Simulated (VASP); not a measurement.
# Hg (Fd-3m) in VASP: notebook, part 2 of 2

VASP 6.6.1.

### Step 4. Single point, PBE (38.39 Å³/atom)

This run uses another cell than the first one, of 38.39 Å³/atom.

Input file INCAR:

```
SYSTEM = Hg
PREC     = Accurate       ! precision mode
ENCUT    = 520            ! plane-wave cutoff, eV
EDIFF    = 1E-6           ! SCF threshold, eV
ISMEAR   = -1             ! smearing method
SIGMA    = 0.05           ! smearing width, eV
LREAL    = .FALSE.        ! projectors in reciprocal space
LASPH    = .TRUE.         ! aspherical terms in the spheres
NELM     = 60             ! most SCF steps
ALGO     = Normal         ! electronic algorithm
ISIF     = 2              ! what is computed and relaxed
LWAVE    = .FALSE.        ! write WAVECAR
LCHARG   = .FALSE.        ! write CHGCAR
GGA      = PE             ! functional
NBANDS   = 19             ! bands
```

Input file KPOINTS:

```
Automatic mesh
0
G
  11 11 11
  0 0 0
```

Input file POSCAR:

```
Hg
1.0
    0.0000000000      3.3733233661      3.3733233661
    3.3733233661      0.0000000000      3.3733233661
    3.3733233661      3.3733233661      0.0000000000
Hg
2
Direct
   -0.1250000000     -0.1250000000     -0.1250000000
    0.1250000000      0.1250000000      0.1250000000
```

Potentials or basis: VASP PAW PBE potentials, release 64 (Hg).

On the command line:

```console
$ cat potpaw_PBE.64/Hg/POTCAR > POTCAR
$ mpirun -np 1 vasp_std > vasp.out
```

OUTCAR:

```text
SYSTEM = Hg
   PREC = Accurate
   ENCUT = 520
   EDIFF = 1E-6
   ISMEAR = -1
   LREAL = .FALSE.
   LASPH = .TRUE.
   NELM = 60
   ISIF = 2
   GGA = PE

 ion  position               nearest neighbor table
   1  0.875  0.875  0.875-   2 2.92   2 2.92   2 2.92   2 2.92
   2  0.125  0.125  0.125-   1 2.92   1 2.92   1 2.92   1 2.92

  LATTYP: Found a face centered cubic cell.
 ALAT       =     6.7466467322

  Lattice vectors:

 A1 = (   0.0000000000,   3.3733233661,   3.3733233661)
 A2 = (   3.3733233661,   0.0000000000,   3.3733233661)
 A3 = (   3.3733233661,   3.3733233661,   0.0000000000)

Analysis of symmetry for initial positions (statically):
=====================================================================
 Subroutine PRICEL returns:
 Original cell was already a primitive cell.

 Routine SETGRP: Setting up the symmetry group for a
 face centered cubic supercell.

 Subroutine GETGRP returns: Found 48 space group operations
 (whereof 12 operations were pure point group operations)
 out of a pool of 48 trial point group operations.

The static configuration has the point symmetry D_3d.
 The point group associated with its full space group is O_h .

Analysis of symmetry for dynamics (positions and initial velocities):
=====================================================================
 Subroutine PRICEL returns:
 Original cell was already a primitive cell.

 Routine SETGRP: Setting up the symmetry group for a
 face centered cubic supercell.

 Subroutine GETGRP returns: Found 48 space group operations
 (whereof 12 operations were pure point group operations)
 out of a pool of 48 trial point group operations.

The dynamic configuration has the point symmetry D_3d.
 The point group associated with its full space group is O_h .

 Subroutine INISYM returns: Found 48 space group operations
 (whereof 12 operations are pure point group operations),
 and found     1 'primitive' translations

----------------------------------------------------------------------------------------

                                     Primitive cell

  volume of cell :      76.7722

  direct lattice vectors                    reciprocal lattice vectors
     0.000000000  3.373323366  3.373323366    -0.148221782  0.148221782  0.148221782
     3.373323366  0.000000000  3.373323366     0.148221782 -0.148221782  0.148221782
     3.373323366  3.373323366  0.000000000     0.148221782  0.148221782 -0.148221782

  length of vectors
     4.770599655  4.770599655  4.770599655     0.256727657  0.256727657  0.256727657

  position of ions in fractional coordinates (direct lattice)
     0.875000000  0.875000000  0.875000000
     0.125000000  0.125000000  0.125000000

  ion indices of the primitive-cell ions
   primitive index   ion index
                 1           1
                 2           2

----------------------------------------------------------------------------------------

 KPOINTS: Automatic mesh

Automatic generation of k-mesh.
 Grid dimensions read from file:
 generate k-points for:   11   11   11

 Generating k-lattice:

  Cartesian coordinates                     Fractional coordinates (reciprocal lattice)
    -0.013474707  0.013474707  0.013474707     0.090909091  0.000000000  0.000000000
     0.013474707 -0.013474707  0.013474707     0.000000000  0.090909091  0.000000000
     0.013474707  0.013474707 -0.013474707     0.000000000  0.000000000  0.090909091

  Length of vectors
     0.023338878  0.023338878  0.023338878

  Shift w.r.t. Gamma in fractional coordinates (k-lattice)
     0.000000000  0.000000000  0.000000000

 Subroutine IBZKPT returns following result:
 ===========================================

 Found     56 irreducible k-points:

 Following reciprocal coordinates:
            Coordinates               Weight
  0.000000  0.000000  0.000000      1.000000
  0.090909  0.000000  0.000000      8.000000
  0.181818  0.000000  0.000000      8.000000
  0.272727  0.000000  0.000000      8.000000
  0.363636  0.000000  0.000000      8.000000
  0.454545  0.000000  0.000000      8.000000
[... 16 lines left out ...]
 -0.272727  0.181818  0.000000     24.000000
 -0.181818  0.181818  0.000000     12.000000
 [... further k-points ...]
   k-points           NKPTS =     56   k-points in BZ     NKDIM =     56   number of bands    NBANDS=     19
   number of dos      NEDOS =    301   number of ions     NIONS =      2
   total plane-waves  NPLWV =  46656
   dimension x,y,z NGX =    36 NGY =   36 NGZ =   36
   dimension x,y,z NGXF=    72 NGYF=   72 NGZF=   72
   ions per type =               2
   NGX,Y,Z   is equivalent  to a cutoff of  12.55, 12.55, 12.55 a.u.
   NGXF,Y,Z  is equivalent  to a cutoff of  25.09, 25.09, 25.09 a.u.
 SYSTEM =  Hg
   PREC   = accura    normal or accurate (medium, high low for compatibility)
   ISTART =      0    job   : 0-new  1-cont  2-samecut
   ICHARG =      2    charge: 1-file 2-atom 10-const
   ISPIN  =      1    spin polarized calculation?
   LNONCOLLINEAR =      F non collinear calculations
   LSORBIT =      F    spin-orbit coupling
   LASPH  =      T    aspherical Exc in radial PAW
   ENCUT  =  520.0 eV  38.22 Ry    6.18 a.u.   8.87  8.87  8.87*2*pi/ulx,y,z
   NELM   =     60;   NELMIN=  2; NELMDL= -5     # of ELM steps
   EDIFF  = 0.1E-05   stopping-criterion for ELM
   LREAL  =      F    real-space projection
   EDIFFG = 0.1E-04   stopping-criterion for IOM
   NSW    =      0    number of steps for IOM
   IBRION =     -1    ionic relax: 0-MD 1-quasi-New 2-CG
   NFREE  =      0    steps in history (QN), initial steepest desc. (CG)
   ISIF   =      2    stress and relaxation
   ISYM   =      2    0-nonsym 1-usesym 2-fastsym
   POTIM  = 0.5000    time-step for ionic-motion
   TEBEG  =    0.0;   TEEND  =   0.0 temperature during run
   PSTRESS=    0.0 pullay stress
   NELECT =      24.0000    total number of electrons
   NUPDOWN=      -1.0000    fix difference up-down
   EMIN   =  10.00;   EMAX   =-10.00  energy-range for DOS
   EFERMI =   0.00;   METHOD = LEGACY
   ISMEAR =    -1;   SIGMA  =   0.05  broadening in eV -4-tet -1-fermi 0-gaus
   EFERMI_NEDOS =   21; number of points for ismear=-14 and -15
   IALGO  =     38    algorithm
   IMIX   =      4    mixing-type and parameters
     AMIX     =   0.40;   BMIX     =  1.00
     AMIX_MAG =   1.60;   BMIX_MAG =  1.00
  volume/ion in A,a.u.               =      38.39       259.04
  Fermi-wavevector in a.u.,A,eV,Ry     =   1.111076  2.099630 16.796268  1.234491
  Thomas-Fermi vector in A             =   2.247635
   LORBIT       =      0    0 simple, 1 ext, 2 COOP (PROOUT), +10 PAW based schemes
   GGA     = PE    functional components
   LHFCALC =     F    Hartree Fock is set to
   AEXX    =    0.0000 exact exchange contribution
   IVDW    =     0    specifies the selected vdW correction
   LEPSILON=     F    determine dielectric tensor
   LRPA    =     F    only Hartree local field effects (RPA)
 non-spin polarized calculation
  energy-cutoff  :      520.00
  volume of cell :       76.77
 maximum number of plane-waves:      2088
   NGX = 17   NGY = 17   NGZ = 17

 number of electron      24.0000000 magnetization

 Free energy of the ion-electron system (eV)
  ---------------------------------------------------
  ext. energy  EPLUGINS =         0.00000000
  ---------------------------------------------------
  free energy    TOTEN  =        -0.10894602 eV

  energy without entropy =       -0.09985208  energy(sigma->0) =       -0.10439905

 E-fermi :   0.5932     XC(G=0):  -8.0460

 val. band max:        0.5474723488   @ k =  -0.3636   0.3636   0.0909
 cond. band min:       0.6370756094   @ k =  -0.2727   0.4545   0.1818
 fundamental gap:      0.0896032606
 Fermi energy:         0.5931624178

 k-point     1 :       0.0000    0.0000    0.0000
  band No.  band energies     occupation
      1      -7.0672      2.00000
      2      -7.0672      2.00000
      3      -7.0672      2.00000
      4      -7.0050      2.00000
      5      -7.0050      2.00000
      6      -6.8581      2.00000
[... 11 lines left out ...]
     18       6.5232      0.00000
     19       7.0228      0.00000
[... 485 lines left out ...]
 k-point    24 :      -0.1818    0.1818    0.0000
  band No.  band energies     occupation
      1      -7.2102      2.00000
      2      -7.1540      2.00000
      3      -7.0543      2.00000
      4      -6.8726      2.00000
      5      -6.7331      2.00000
      6      -6.7054      2.00000
[... 11 lines left out ...]
     18       7.6428      0.00000
     19       9.6631      0.00000

 [... further k-points ...]

------------------------ aborting loop because EDIFF is reached ----------------------------------------

  FORCE on cell =-STRESS in cart. coord.  units (eV):
  Direction    XX          YY          ZZ          XY          YZ          ZX
  --------------------------------------------------------------------------------------
  -------------------------------------------------------------------------------------
  Total        0.7478755      0.7478755      0.7478755      0.0000000     -0.0000000     -0.0000000
  in kB       15.6075940     15.6075940     15.6075940      0.0000000     -0.0000000     -0.0000000
  external PRESSURE =      15.6075940 kB  Pullay stress =       0.0000000 kB

 VOLUME and BASIS-vectors are now :
 -----------------------------------------------------------------------------
  energy-cutoff  :      520.00
  volume of cell :       76.77
      direct lattice vectors                 reciprocal lattice vectors
     0.000000000  3.373323366  3.373323366    -0.148221782  0.148221782  0.148221782
     3.373323366  0.000000000  3.373323366     0.148221782 -0.148221782  0.148221782
     3.373323366  3.373323366  0.000000000     0.148221782  0.148221782 -0.148221782

 POSITION                                       TOTAL-FORCE (eV/Angst)
 -----------------------------------------------------------------------------------
      5.90332      5.90332      5.90332        -0.000000     -0.000000     -0.000000
      0.84333      0.84333      0.84333         0.000000      0.000000      0.000000
 -----------------------------------------------------------------------------------
    total drift:                                0.000000      0.000000      0.000000

  FREE ENERGIE OF THE ION-ELECTRON SYSTEM (eV)
  ---------------------------------------------------
  free  energy   TOTEN  =        -0.1089460161 eV

  energy  without entropy=       -0.0998520821  energy(sigma->0) =       -0.10439905
```

Run time: 37 s. Hardware: 1 thread of AMD EPYC 9R45 (Zen 5), shared host; peak memory 0.2 GiB.

Results:

| Quantity | Value |
| --- | --- |
| Free energy | -0.1089 eV |
| Pressure | 1.6 GPa |
| Band gap on the k mesh | zero (bands 12 and 13 overlap by 2.61 eV) |

Levels at points of the mesh, in eV from the Fermi level:
```
           k point  band 8  band 9  band 10  band 11  band 12  band 13  band 14  band 15  band 16  band 17
(0.00, 0.00, 0.00)   -6.64   -6.64    -6.35    -6.35     2.44     4.58     4.58     4.58     5.93     5.93
```

Caveat: spin-orbit coupling is left out, which moves the levels of the heavy elements.
